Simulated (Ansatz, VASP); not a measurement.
**One calculation of HfC, two programs**

INCAR

```
SYSTEM = HfC
PREC     = Accurate       ! precision mode
ENCUT    = 600            ! plane-wave cutoff, eV
EDIFF    = 1E-7           ! SCF threshold, eV
ISMEAR   = -1             ! smearing method
SIGMA    = 0.1            ! smearing width, eV
LREAL    = .FALSE.        ! projectors in reciprocal space
LASPH    = .TRUE.         ! aspherical terms in the spheres
NELM     = 100            ! most SCF steps
ALGO     = Normal         ! electronic algorithm
ISIF     = 3              ! what is computed and relaxed
LWAVE    = .FALSE.        ! write WAVECAR
LCHARG   = .FALSE.        ! write CHGCAR
GGA      = PE             ! functional
IBRION   = 2              ! ionic algorithm
NSW      = 60             ! ionic steps
EDIFFG   = -0.005         ! ionic threshold
```

KPOINTS

```
Automatic mesh
0
G
  16 16 16
  0 0 0
```

POSCAR

```
HfC
1.0
    0.0000000000      2.1586006647      2.1586006647
    2.1586006647      0.0000000000      2.1586006647
    2.1586006647      2.1586006647      0.0000000000
Hf C
1 1
Direct
    0.0000000000      0.0000000000      0.0000000000
    0.5000000000      0.5000000000      0.5000000000
```

Input for Ansatz:

```yaml
crystal:
  lattice:
    - [0.0, 2.1586006647, 2.1586006647]
    - [2.1586006647, 0.0, 2.1586006647]
    - [2.1586006647, 2.1586006647, 0.0]
  atoms:
    - { symbol: Hf, position: [0.0, 0.0, 0.0] }
    - { symbol: C, position: [0.5, 0.5, 0.5] }
kpoints:
  mp_grid: { grid: [16, 16, 16] }
scf:
  occupations: { method: fermi_dirac, width: 0.1 }
hamiltonian:
  xc: pbe
  pseudopotentials: { kind: paw }
output:
  forces: true
  stress: true
relax:
  f_tol: 0.005
  max_steps: 40
  cell: {}
```

Alike in both runs: task relaxation of cell and atoms; functional PBE; k mesh 16 × 16 × 16; occupations fermi-dirac, width 0.1 eV; no spin polarisation.

|  | VASP | Ansatz |
| --- | --- | --- |
| version | VASP 6.6.1 | Ansatz 0.2.0 |
| potentials or method | VASP PAW PBE potentials, release 64 (Hf_pv, C) | PAW with Ansatz's default frozen-core files, scalar-relativistic |
| plane-wave cutoff (eV) | 600 | 420 |
| valence electrons in the cell | 14 | 30 |

```csv
,VASP,Ansatz,Ansatz less VASP
relaxed volume (Å³/atom),12.54,12.58,+0.034
relaxed length of the cell vector where the two differ most in proportion (Å),3.286,3.289,+0.0029
```

VASP's potentials hold 14 valence electrons a cell and Ansatz's 30, so a difference there can come from the potentials and not from the codes.

Spin-orbit coupling is off throughout. Noted on VASP's run: the volume moved by over 15 % at a fixed basis, so the end points are rough.
